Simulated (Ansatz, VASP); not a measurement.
InSb: VASP beside Ansatz

```
In Sb
1.0
     0.00000    3.27149    3.23910
     3.27149    0.00000    3.23910
     3.27149    3.27149    0.00000
In Sb
1 1
Direct
  0.00000 0.00000 0.00000
  0.75000 0.75000 0.75000
```

Change from the starting cell: equal xx and yy strain of +1 %, PAW files.

Alike in both runs: task electric field gradients; functional LDA; k mesh 10 × 10 × 10; occupations fermi-dirac, width 0.03 eV; no spin polarisation.

|  | VASP | Ansatz |
| --- | --- | --- |
| version | VASP 6.6.1 | Ansatz 0.2.0 |
| potentials or method | VASP PAW LDA potentials, release 64 (In_d, Sb) | PAW with Ansatz's default frozen-core files, scalar-relativistic |
| plane-wave cutoff (eV) | 520 | 420 |
| valence electrons in the cell | 18 | 28 |

Ansatz gave:

```
pressure (GPa)                                                : -1.4
traceless stress, the component that is largest in VASP (GPa) : 0.19
size of Vzz on the site where it differs most (V/Å²)          : 2.1
```

Estimate VASP's values.

pressure (GPa): -1.3; traceless stress, the component that is largest in VASP (GPa): 0.19; size of Vzz on the site where it differs most (V/Å²): 1.9.

LDA's correlation is that of Perdew and Zunger in VASP and of Perdew and Wang (1992) in Ansatz. VASP's potentials hold 18 valence electrons a cell and Ansatz's 28, so a difference there can come from the potentials and not from the codes.

Spin-orbit coupling is off throughout.
